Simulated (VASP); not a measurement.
# NaHf3NbBi3 (P4/mmm) in VASP: notebook, part 2 of 2

VASP 6.6.1. The steps go on from the part before.

**3. Single point, PBE**

This run uses another cell than the first one, of 25.96 Å³/atom.

INCAR reads:

```
PREC = Accurate
ENCUT = 500
EDIFF = 1E-6
ISMEAR = 0
SIGMA = 0.2
LREAL = F
LASPH = T
NELM = 120
ALGO = Normal
ISIF = 2
LWAVE = F
LCHARG = F
GGA = PE
NBANDS = 58
GGA_COMPAT = F
```

KPOINTS reads:

```
regular mesh
0
Gamma
  4 4 2
```

POSCAR reads:

```
NaHf3NbBi3
1.0
    4.2060367715      0.0000000000      0.0000000000
    0.0000000000      4.2060367715      0.0000000000
    0.0000000000      0.0000000000     11.7399561217
Na Hf Nb Bi
1 3 1 3
Direct
    0.0000000000      0.0000000000      0.5000000000
    0.0000000000      0.0000000000      0.7555135865
    0.5000000000      0.5000000000      0.0000000000
    0.0000000000      0.0000000000      0.2444864135
    0.5000000000      0.5000000000      0.5000000000
    0.5000000000      0.5000000000      0.7426810641
    0.0000000000      0.0000000000      0.0000000000
    0.5000000000      0.5000000000      0.2573189359
```

Potentials or basis: VASP PAW PBE potentials, release 64 (Na_pv, Hf_pv, Nb_sv, Bi_d).

Command:

```bash
> cat potpaw_PBE.64/Na_pv/POTCAR potpaw_PBE.64/Hf_pv/POTCAR potpaw_PBE.64/Nb_sv/POTCAR potpaw_PBE.64/Bi_d/POTCAR > POTCAR
> mpirun -np 1 vasp_std > vasp.out
```

OUTCAR:

```text
PREC = Accurate
   ENCUT = 500
   EDIFF = 1E-6
   ISMEAR = 0
   LREAL = F
   LASPH = T
   NELM = 120
   ISIF = 2
   GGA = PE

 ion  position               nearest neighbor table
   1  0.000  0.000  0.500-   2 3.00   4 3.00
   2  0.000  0.000  0.756-   7 2.87   6 2.98   6 2.98   6 2.98   6 2.98   1 3.00
   3  0.500  0.500  0.000-   7 2.97   7 2.97   7 2.97   7 2.97   8 3.02   6 3.02
   4  0.000  0.000  0.244-   7 2.87   8 2.98   8 2.98   8 2.98   8 2.98   1 3.00
   5  0.500  0.500  0.500-   6 2.85   8 2.85
   6  0.500  0.500  0.743-   5 2.85   2 2.98   2 2.98   2 2.98   2 2.98   3 3.02
   7  0.000  0.000  0.000-   2 2.87   4 2.87   3 2.97   3 2.97   3 2.97   3 2.97
   8  0.500  0.500  0.257-   5 2.85   4 2.98   4 2.98   4 2.98   4 2.98   3 3.02

  LATTYP: Found a simple tetragonal cell.
 ALAT       =     4.2060367715
 C/A-ratio  =     2.7912157595

  Lattice vectors:

 A1 = (   4.2060367715,   0.0000000000,   0.0000000000)
 A2 = (   0.0000000000,   4.2060367715,   0.0000000000)
 A3 = (   0.0000000000,   0.0000000000,  11.7399561217)

Analysis of symmetry for initial positions (statically):
=====================================================================
 Subroutine PRICEL returns:
 Original cell was already a primitive cell.

 Routine SETGRP: Setting up the symmetry group for a
 simple tetragonal supercell.

 Subroutine GETGRP returns: Found 16 space group operations
 (whereof 16 operations were pure point group operations)
 out of a pool of 16 trial point group operations.

The static configuration has the point symmetry D_4h.

Analysis of symmetry for dynamics (positions and initial velocities):
=====================================================================
 Subroutine PRICEL returns:
 Original cell was already a primitive cell.

 Routine SETGRP: Setting up the symmetry group for a
 simple tetragonal supercell.
[... 127 lines left out ...]
  Thomas-Fermi vector in A             =   2.394840
   LORBIT       =      0    0 simple, 1 ext, 2 COOP (PROOUT), +10 PAW based schemes
   GGA     = PE    functional components
   LHFCALC =     F    Hartree Fock is set to
   AEXX    =    0.0000 exact exchange contribution
   IVDW    =     0    specifies the selected vdW correction
   LEPSILON=     F    determine dielectric tensor
   LRPA    =     F    only Hartree local field effects (RPA)
 non-spin polarized calculation
 Gauss-broadening in eV      SIGMA  =   0.20
  energy-cutoff  :      500.00
  volume of cell :      207.69
 maximum number of plane-waves:      5308
 NGX is ok and might be reduce to    32
   NGX = 15   NGY = 15   NGZ = 43

 number of electron      95.0000009 magnetization

 Free energy of the ion-electron system (eV)
  ---------------------------------------------------
  ext. energy  EPLUGINS =         0.00000000
  ---------------------------------------------------
  free energy    TOTEN  =       -48.12616902 eV

  energy without entropy =      -47.94770067  energy(sigma->0) =      -48.03693485

 E-fermi :   6.5518     XC(G=0): -10.4000

 val. band max:        6.5151448634   @ k =   0.5000   0.0000   0.0000
 cond. band min:       6.5526357869   @ k =   0.5000   0.2500   0.0000
 fundamental gap:      0.0374909235
 Fermi energy:         6.5518237502

 k-point     1 :       0.0000    0.0000    0.0000
  band No.  band energies     occupation
      1     -48.7235      2.00000
      2     -25.5178      2.00000
      3     -25.5178      2.00000
      4     -25.5070      2.00000
      5     -25.4944      2.00000
      6     -25.4944      2.00000
[... 721 lines left out ...]
     57       8.2087      0.00000
     58       8.2343      0.00000

------------------------ aborting loop because EDIFF is reached ----------------------------------------

  FORCE on cell =-STRESS in cart. coord.  units (eV):
  Direction    XX          YY          ZZ          XY          YZ          ZX
  --------------------------------------------------------------------------------------
  -------------------------------------------------------------------------------------
  Total       -0.4114806     -0.4114806     -0.3425875      0.0000000      0.0000000     -0.0000000
  in kB       -3.1742957     -3.1742957     -2.6428315      0.0000000      0.0000000     -0.0000000
  external PRESSURE =      -2.9971410 kB  Pullay stress =       0.0000000 kB

 VOLUME and BASIS-vectors are now :
 -----------------------------------------------------------------------------
  energy-cutoff  :      500.00
  volume of cell :      207.69
      direct lattice vectors                 reciprocal lattice vectors
     4.206036771  0.000000000  0.000000000     0.237753509  0.000000000  0.000000000
     0.000000000  4.206036771  0.000000000     0.000000000  0.237753509  0.000000000
     0.000000000  0.000000000 11.739956122     0.000000000  0.000000000  0.085179194

 POSITION                                       TOTAL-FORCE (eV/Angst)
 -----------------------------------------------------------------------------------
      0.00000      0.00000      5.86998         0.000000      0.000000      0.000000
      0.00000      0.00000      8.86970        -0.000000      0.000000      0.020853
      2.10302      2.10302      0.00000         0.000000      0.000000      0.000000
      0.00000      0.00000      2.87026         0.000000      0.000000     -0.020853
      2.10302      2.10302      5.86998         0.000000      0.000000      0.000000
      2.10302      2.10302      8.71904         0.000000      0.000000      0.024145
      0.00000      0.00000      0.00000         0.000000      0.000000      0.000000
      2.10302      2.10302      3.02091         0.000000     -0.000000     -0.024145
 -----------------------------------------------------------------------------------
    total drift:                                0.000000     -0.000000     -0.000000

  FREE ENERGIE OF THE ION-ELECTRON SYSTEM (eV)
  ---------------------------------------------------
  free  energy   TOTEN  =       -48.1261690218 eV

  energy  without entropy=      -47.9477006738  energy(sigma->0) =      -48.03693485
```

OSZICAR:

```text
N       E                     dE             d eps       ncg     rms          rms(c)
DAV:   1     0.108319687966E+04    0.10832E+04   -0.47486E+04  1392   0.180E+03
DAV:   2     0.950278410603E+02   -0.98817E+03   -0.96493E+03  1392   0.555E+02
DAV:   3    -0.400928404842E+02   -0.13512E+03   -0.12939E+03  1810   0.206E+02
DAV:   4    -0.508215441854E+02   -0.10729E+02   -0.10223E+02  2070   0.491E+01
DAV:   5    -0.513766869234E+02   -0.55514E+00   -0.54067E+00  2344   0.909E+00    0.538E+01
DAV:   6    -0.490365824475E+02    0.23401E+01   -0.98499E+00  1800   0.879E+00    0.349E+01
DAV:   7    -0.673159991575E+02   -0.18279E+02   -0.61215E+01  1968   0.181E+01    0.229E+01
DAV:   8    -0.479885358131E+02    0.19327E+02   -0.40459E+01  2066   0.233E+01    0.472E+00
DAV:   9    -0.482121401793E+02   -0.22360E+00   -0.52240E+00  1776   0.572E+00    0.510E+00
DAV:  10    -0.481420116624E+02    0.70129E-01   -0.48034E-01  1934   0.221E+00    0.273E+00
DAV:  11    -0.481328269948E+02    0.91847E-02   -0.69557E-02  2008   0.104E+00    0.108E+00
DAV:  12    -0.481264657774E+02    0.63612E-02   -0.25886E-02  1878   0.643E-01    0.290E-01
DAV:  13    -0.481264502953E+02    0.15482E-04   -0.54797E-03  1896   0.241E-01    0.198E-01
DAV:  14    -0.481262107818E+02    0.23951E-03   -0.13644E-03  1864   0.112E-01    0.777E-02
DAV:  15    -0.481261705242E+02    0.40258E-04   -0.19499E-04  1984   0.593E-02    0.155E-02
DAV:  16    -0.481261689829E+02    0.15413E-05   -0.29311E-05  1832   0.195E-02    0.713E-03
DAV:  17    -0.481261690218E+02   -0.38872E-07   -0.29797E-06  1360   0.612E-03
   1 F= -.48126169E+02 E0= -.48036935E+02  d E =-.178468E+00
```

stdout:

```text
POSCAR found type information on POSCAR NaHfNbBi
 POSCAR found :  4 types and       8 ions
 scaLAPACK will be used
 LDA part: xc-table for (Slater+PW92), standard interpolation
 POSCAR, INCAR and KPOINTS ok, starting setup
 FFT: planning ... GRIDC
 FFT: planning ... GRID_SOFT
 FFT: planning ... GRID
 WAVECAR not read
 entering main loop
```

Run time: 5.5 min. Hardware: 1 thread of AMD EPYC 7R13, shared host; peak memory 0.34 GiB.

What came out:

- Free energy: -48.1262 eV
- Pressure: -0.3 GPa
- Largest force: 0.024 eV/Å
- Band gap on the k mesh: zero (an odd number of electrons rules out a gap without spin polarisation)

Forces on the atoms (eV/Å):
```
Na   0.000  0.000  0.000
Hf   0.000  0.000  0.021
Hf   0.000  0.000  0.000
Hf   0.000  0.000 -0.021
Nb   0.000  0.000  0.000
Bi   0.000  0.000  0.024
Bi   0.000  0.000  0.000
Bi   0.000  0.000 -0.024
```

Levels at points of the mesh, in eV from the Fermi level:
```csv
k point,band 43,band 44,band 45,band 46,band 47,band 48,band 49,band 50,band 51,band 52
"(0.00, 0.00, 0.00)",-1.49,-1.11,-0.91,-0.54,-0.54,-0.28,-0.28,-0.20,0.36,0.43
"(0.50, 0.00, 0.00)",-2.73,-1.18,-0.95,-0.91,-0.04,0.42,0.77,0.96,1.08,1.15
"(0.50, 0.50, 0.00)",-1.65,-1.65,-1.59,-1.42,0.46,0.46,0.62,0.82,0.82,0.84
"(0.00, 0.00, 0.50)",-1.17,-1.17,-1.11,-1.11,-0.50,-0.43,0.08,0.14,0.14,0.44
"(0.50, 0.00, 0.50)",-2.82,-1.13,-1.05,-0.82,-0.09,0.54,0.75,0.96,1.08,1.10
"(0.50, 0.50, 0.50)",-2.75,-1.44,-1.44,-1.18,0.02,0.04,0.04,0.87,1.01,1.15
```

Caveat: the k points lie up to 0.37 Å⁻¹ apart, too coarse for converged energies and pressures of a metal; spin-orbit coupling is left out, which moves the levels of the heavy elements.

**4. Single point, PBE**

This run uses another cell than the first one, of 26.99 Å³/atom.

INCAR reads:

```
ALGO = Normal
EDIFF = 1E-6
ENCUT = 500
GGA = PE
GGA_COMPAT = F
ISIF = 2
ISMEAR = 0
LASPH = T
LCHARG = F
LREAL = F
LWAVE = F
NBANDS = 58
NELM = 120
PREC = Accurate
SIGMA = 0.2
```

KPOINTS reads:

```
k-points
0
Gamma
  4 4 2
```

POSCAR reads:

```
NaHf3NbBi3
1.0
    4.1675448705      0.0000000000      0.0000000000
    0.0000000000      4.1675448705      0.0000000000
    0.0000000000      0.0000000000     12.4301059468
Na Hf Nb Bi
1 3 1 3
Direct
    0.0000000000      0.0000000000      0.5000000000
    0.5000000000      0.5000000000      0.7016511768
    0.0000000000      0.0000000000      0.0000000000
    0.5000000000      0.5000000000      0.2983488232
    0.5000000000      0.5000000000      0.5000000000
    0.0000000000      0.0000000000      0.7608725673
    0.5000000000      0.5000000000      0.0000000000
    0.0000000000      0.0000000000      0.2391274327
```

Command:

```bash
> cat potpaw_PBE.64/Na_pv/POTCAR potpaw_PBE.64/Hf_pv/POTCAR potpaw_PBE.64/Nb_sv/POTCAR potpaw_PBE.64/Bi_d/POTCAR > POTCAR
> mpirun -np 1 vasp_std > vasp.out
```

Run time: 6.3 min. Hardware: 1 thread of AMD EPYC 7R13, shared host; peak memory 0.33 GiB.

It converged, with:

```
Free energy            : -48.9424 eV
Pressure               : -0.2 GPa
Largest force          : 0.071 eV/Å
Band gap on the k mesh : zero (an odd number of electrons rules out a gap without spin polarisation)
```

Forces on the atoms (eV/Å):
```
Na   0.000  0.000  0.000
Hf   0.000  0.000 -0.071
Hf   0.000  0.000  0.000
Hf   0.000  0.000  0.071
Nb   0.000  0.000  0.000
Bi   0.000  0.000  0.014
Bi   0.000  0.000  0.000
Bi   0.000  0.000 -0.014
```

Stress tensor (GPa, compression positive):
```
-0.12  0.00  0.00
 0.00 -0.12  0.00
 0.00  0.00 -0.25
```

Levels at points of the mesh, in eV from the Fermi level:
```csv
k point,band 44,band 45,band 46,band 47,band 48,band 49,band 50,band 51,band 52,band 53
"(0.00, 0.00, 0.00)",-0.94,-0.94,-0.38,-0.38,-0.27,0.52,0.52,0.60,0.72,0.94
"(0.50, 0.00, 0.00)",-1.20,-0.95,-0.49,-0.09,-0.05,0.70,1.08,1.35,1.48,1.57
"(0.50, 0.50, 0.00)",-1.49,-1.49,-1.29,-0.29,-0.17,-0.17,0.49,0.49,1.16,1.18
"(0.00, 0.00, 0.50)",-0.80,-0.45,-0.45,-0.20,0.56,0.57,0.57,0.58,0.73,0.75
"(0.50, 0.00, 0.50)",-1.22,-0.80,-0.53,-0.47,0.58,0.85,1.21,1.21,1.35,1.54
"(0.50, 0.50, 0.50)",-1.43,-1.43,-0.36,-0.32,-0.32,0.26,0.56,0.60,0.60,1.16
```

Caveat: the k points lie up to 0.38 Å⁻¹ apart, too coarse for converged energies and pressures of a metal; spin-orbit coupling is left out, which moves the levels of the heavy elements.

**5. Summary**

| cell | k mesh | gap on the mesh (eV) | pressure (GPa) | largest force (eV/Å) |
| --- | --- | --- | --- | --- |
| a = 4.194, b = 4.194, c = 11.756 Å, 8 atoms, atomic positions A | 5 × 5 × 2 | none | -0.2 | 0.05 |
| a = 4.206, b = 4.206, c = 11.740 Å, 8 atoms, atomic positions B | 4 × 4 × 2 | none | -0.3 | 0.02 |
| a = 4.168, b = 4.168, c = 12.430 Å, 8 atoms, atomic positions C | 4 × 4 × 2 | none | -0.2 | 0.07 |

Alike in all rows: task single point; level PBE; potentials or basis VASP PAW PBE potentials, release 64 (Na_pv, Hf_pv, Nb_sv, Bi_d); no spin polarisation; cutoff (eV) 500; smearing gaussian 0.2 eV.

Caveats: some runs use coarse meshes; spin-orbit coupling is left out, which moves the levels of the heavy elements.

Total energies depend on the potentials used, so only differences within one code and one set of settings carry meaning.
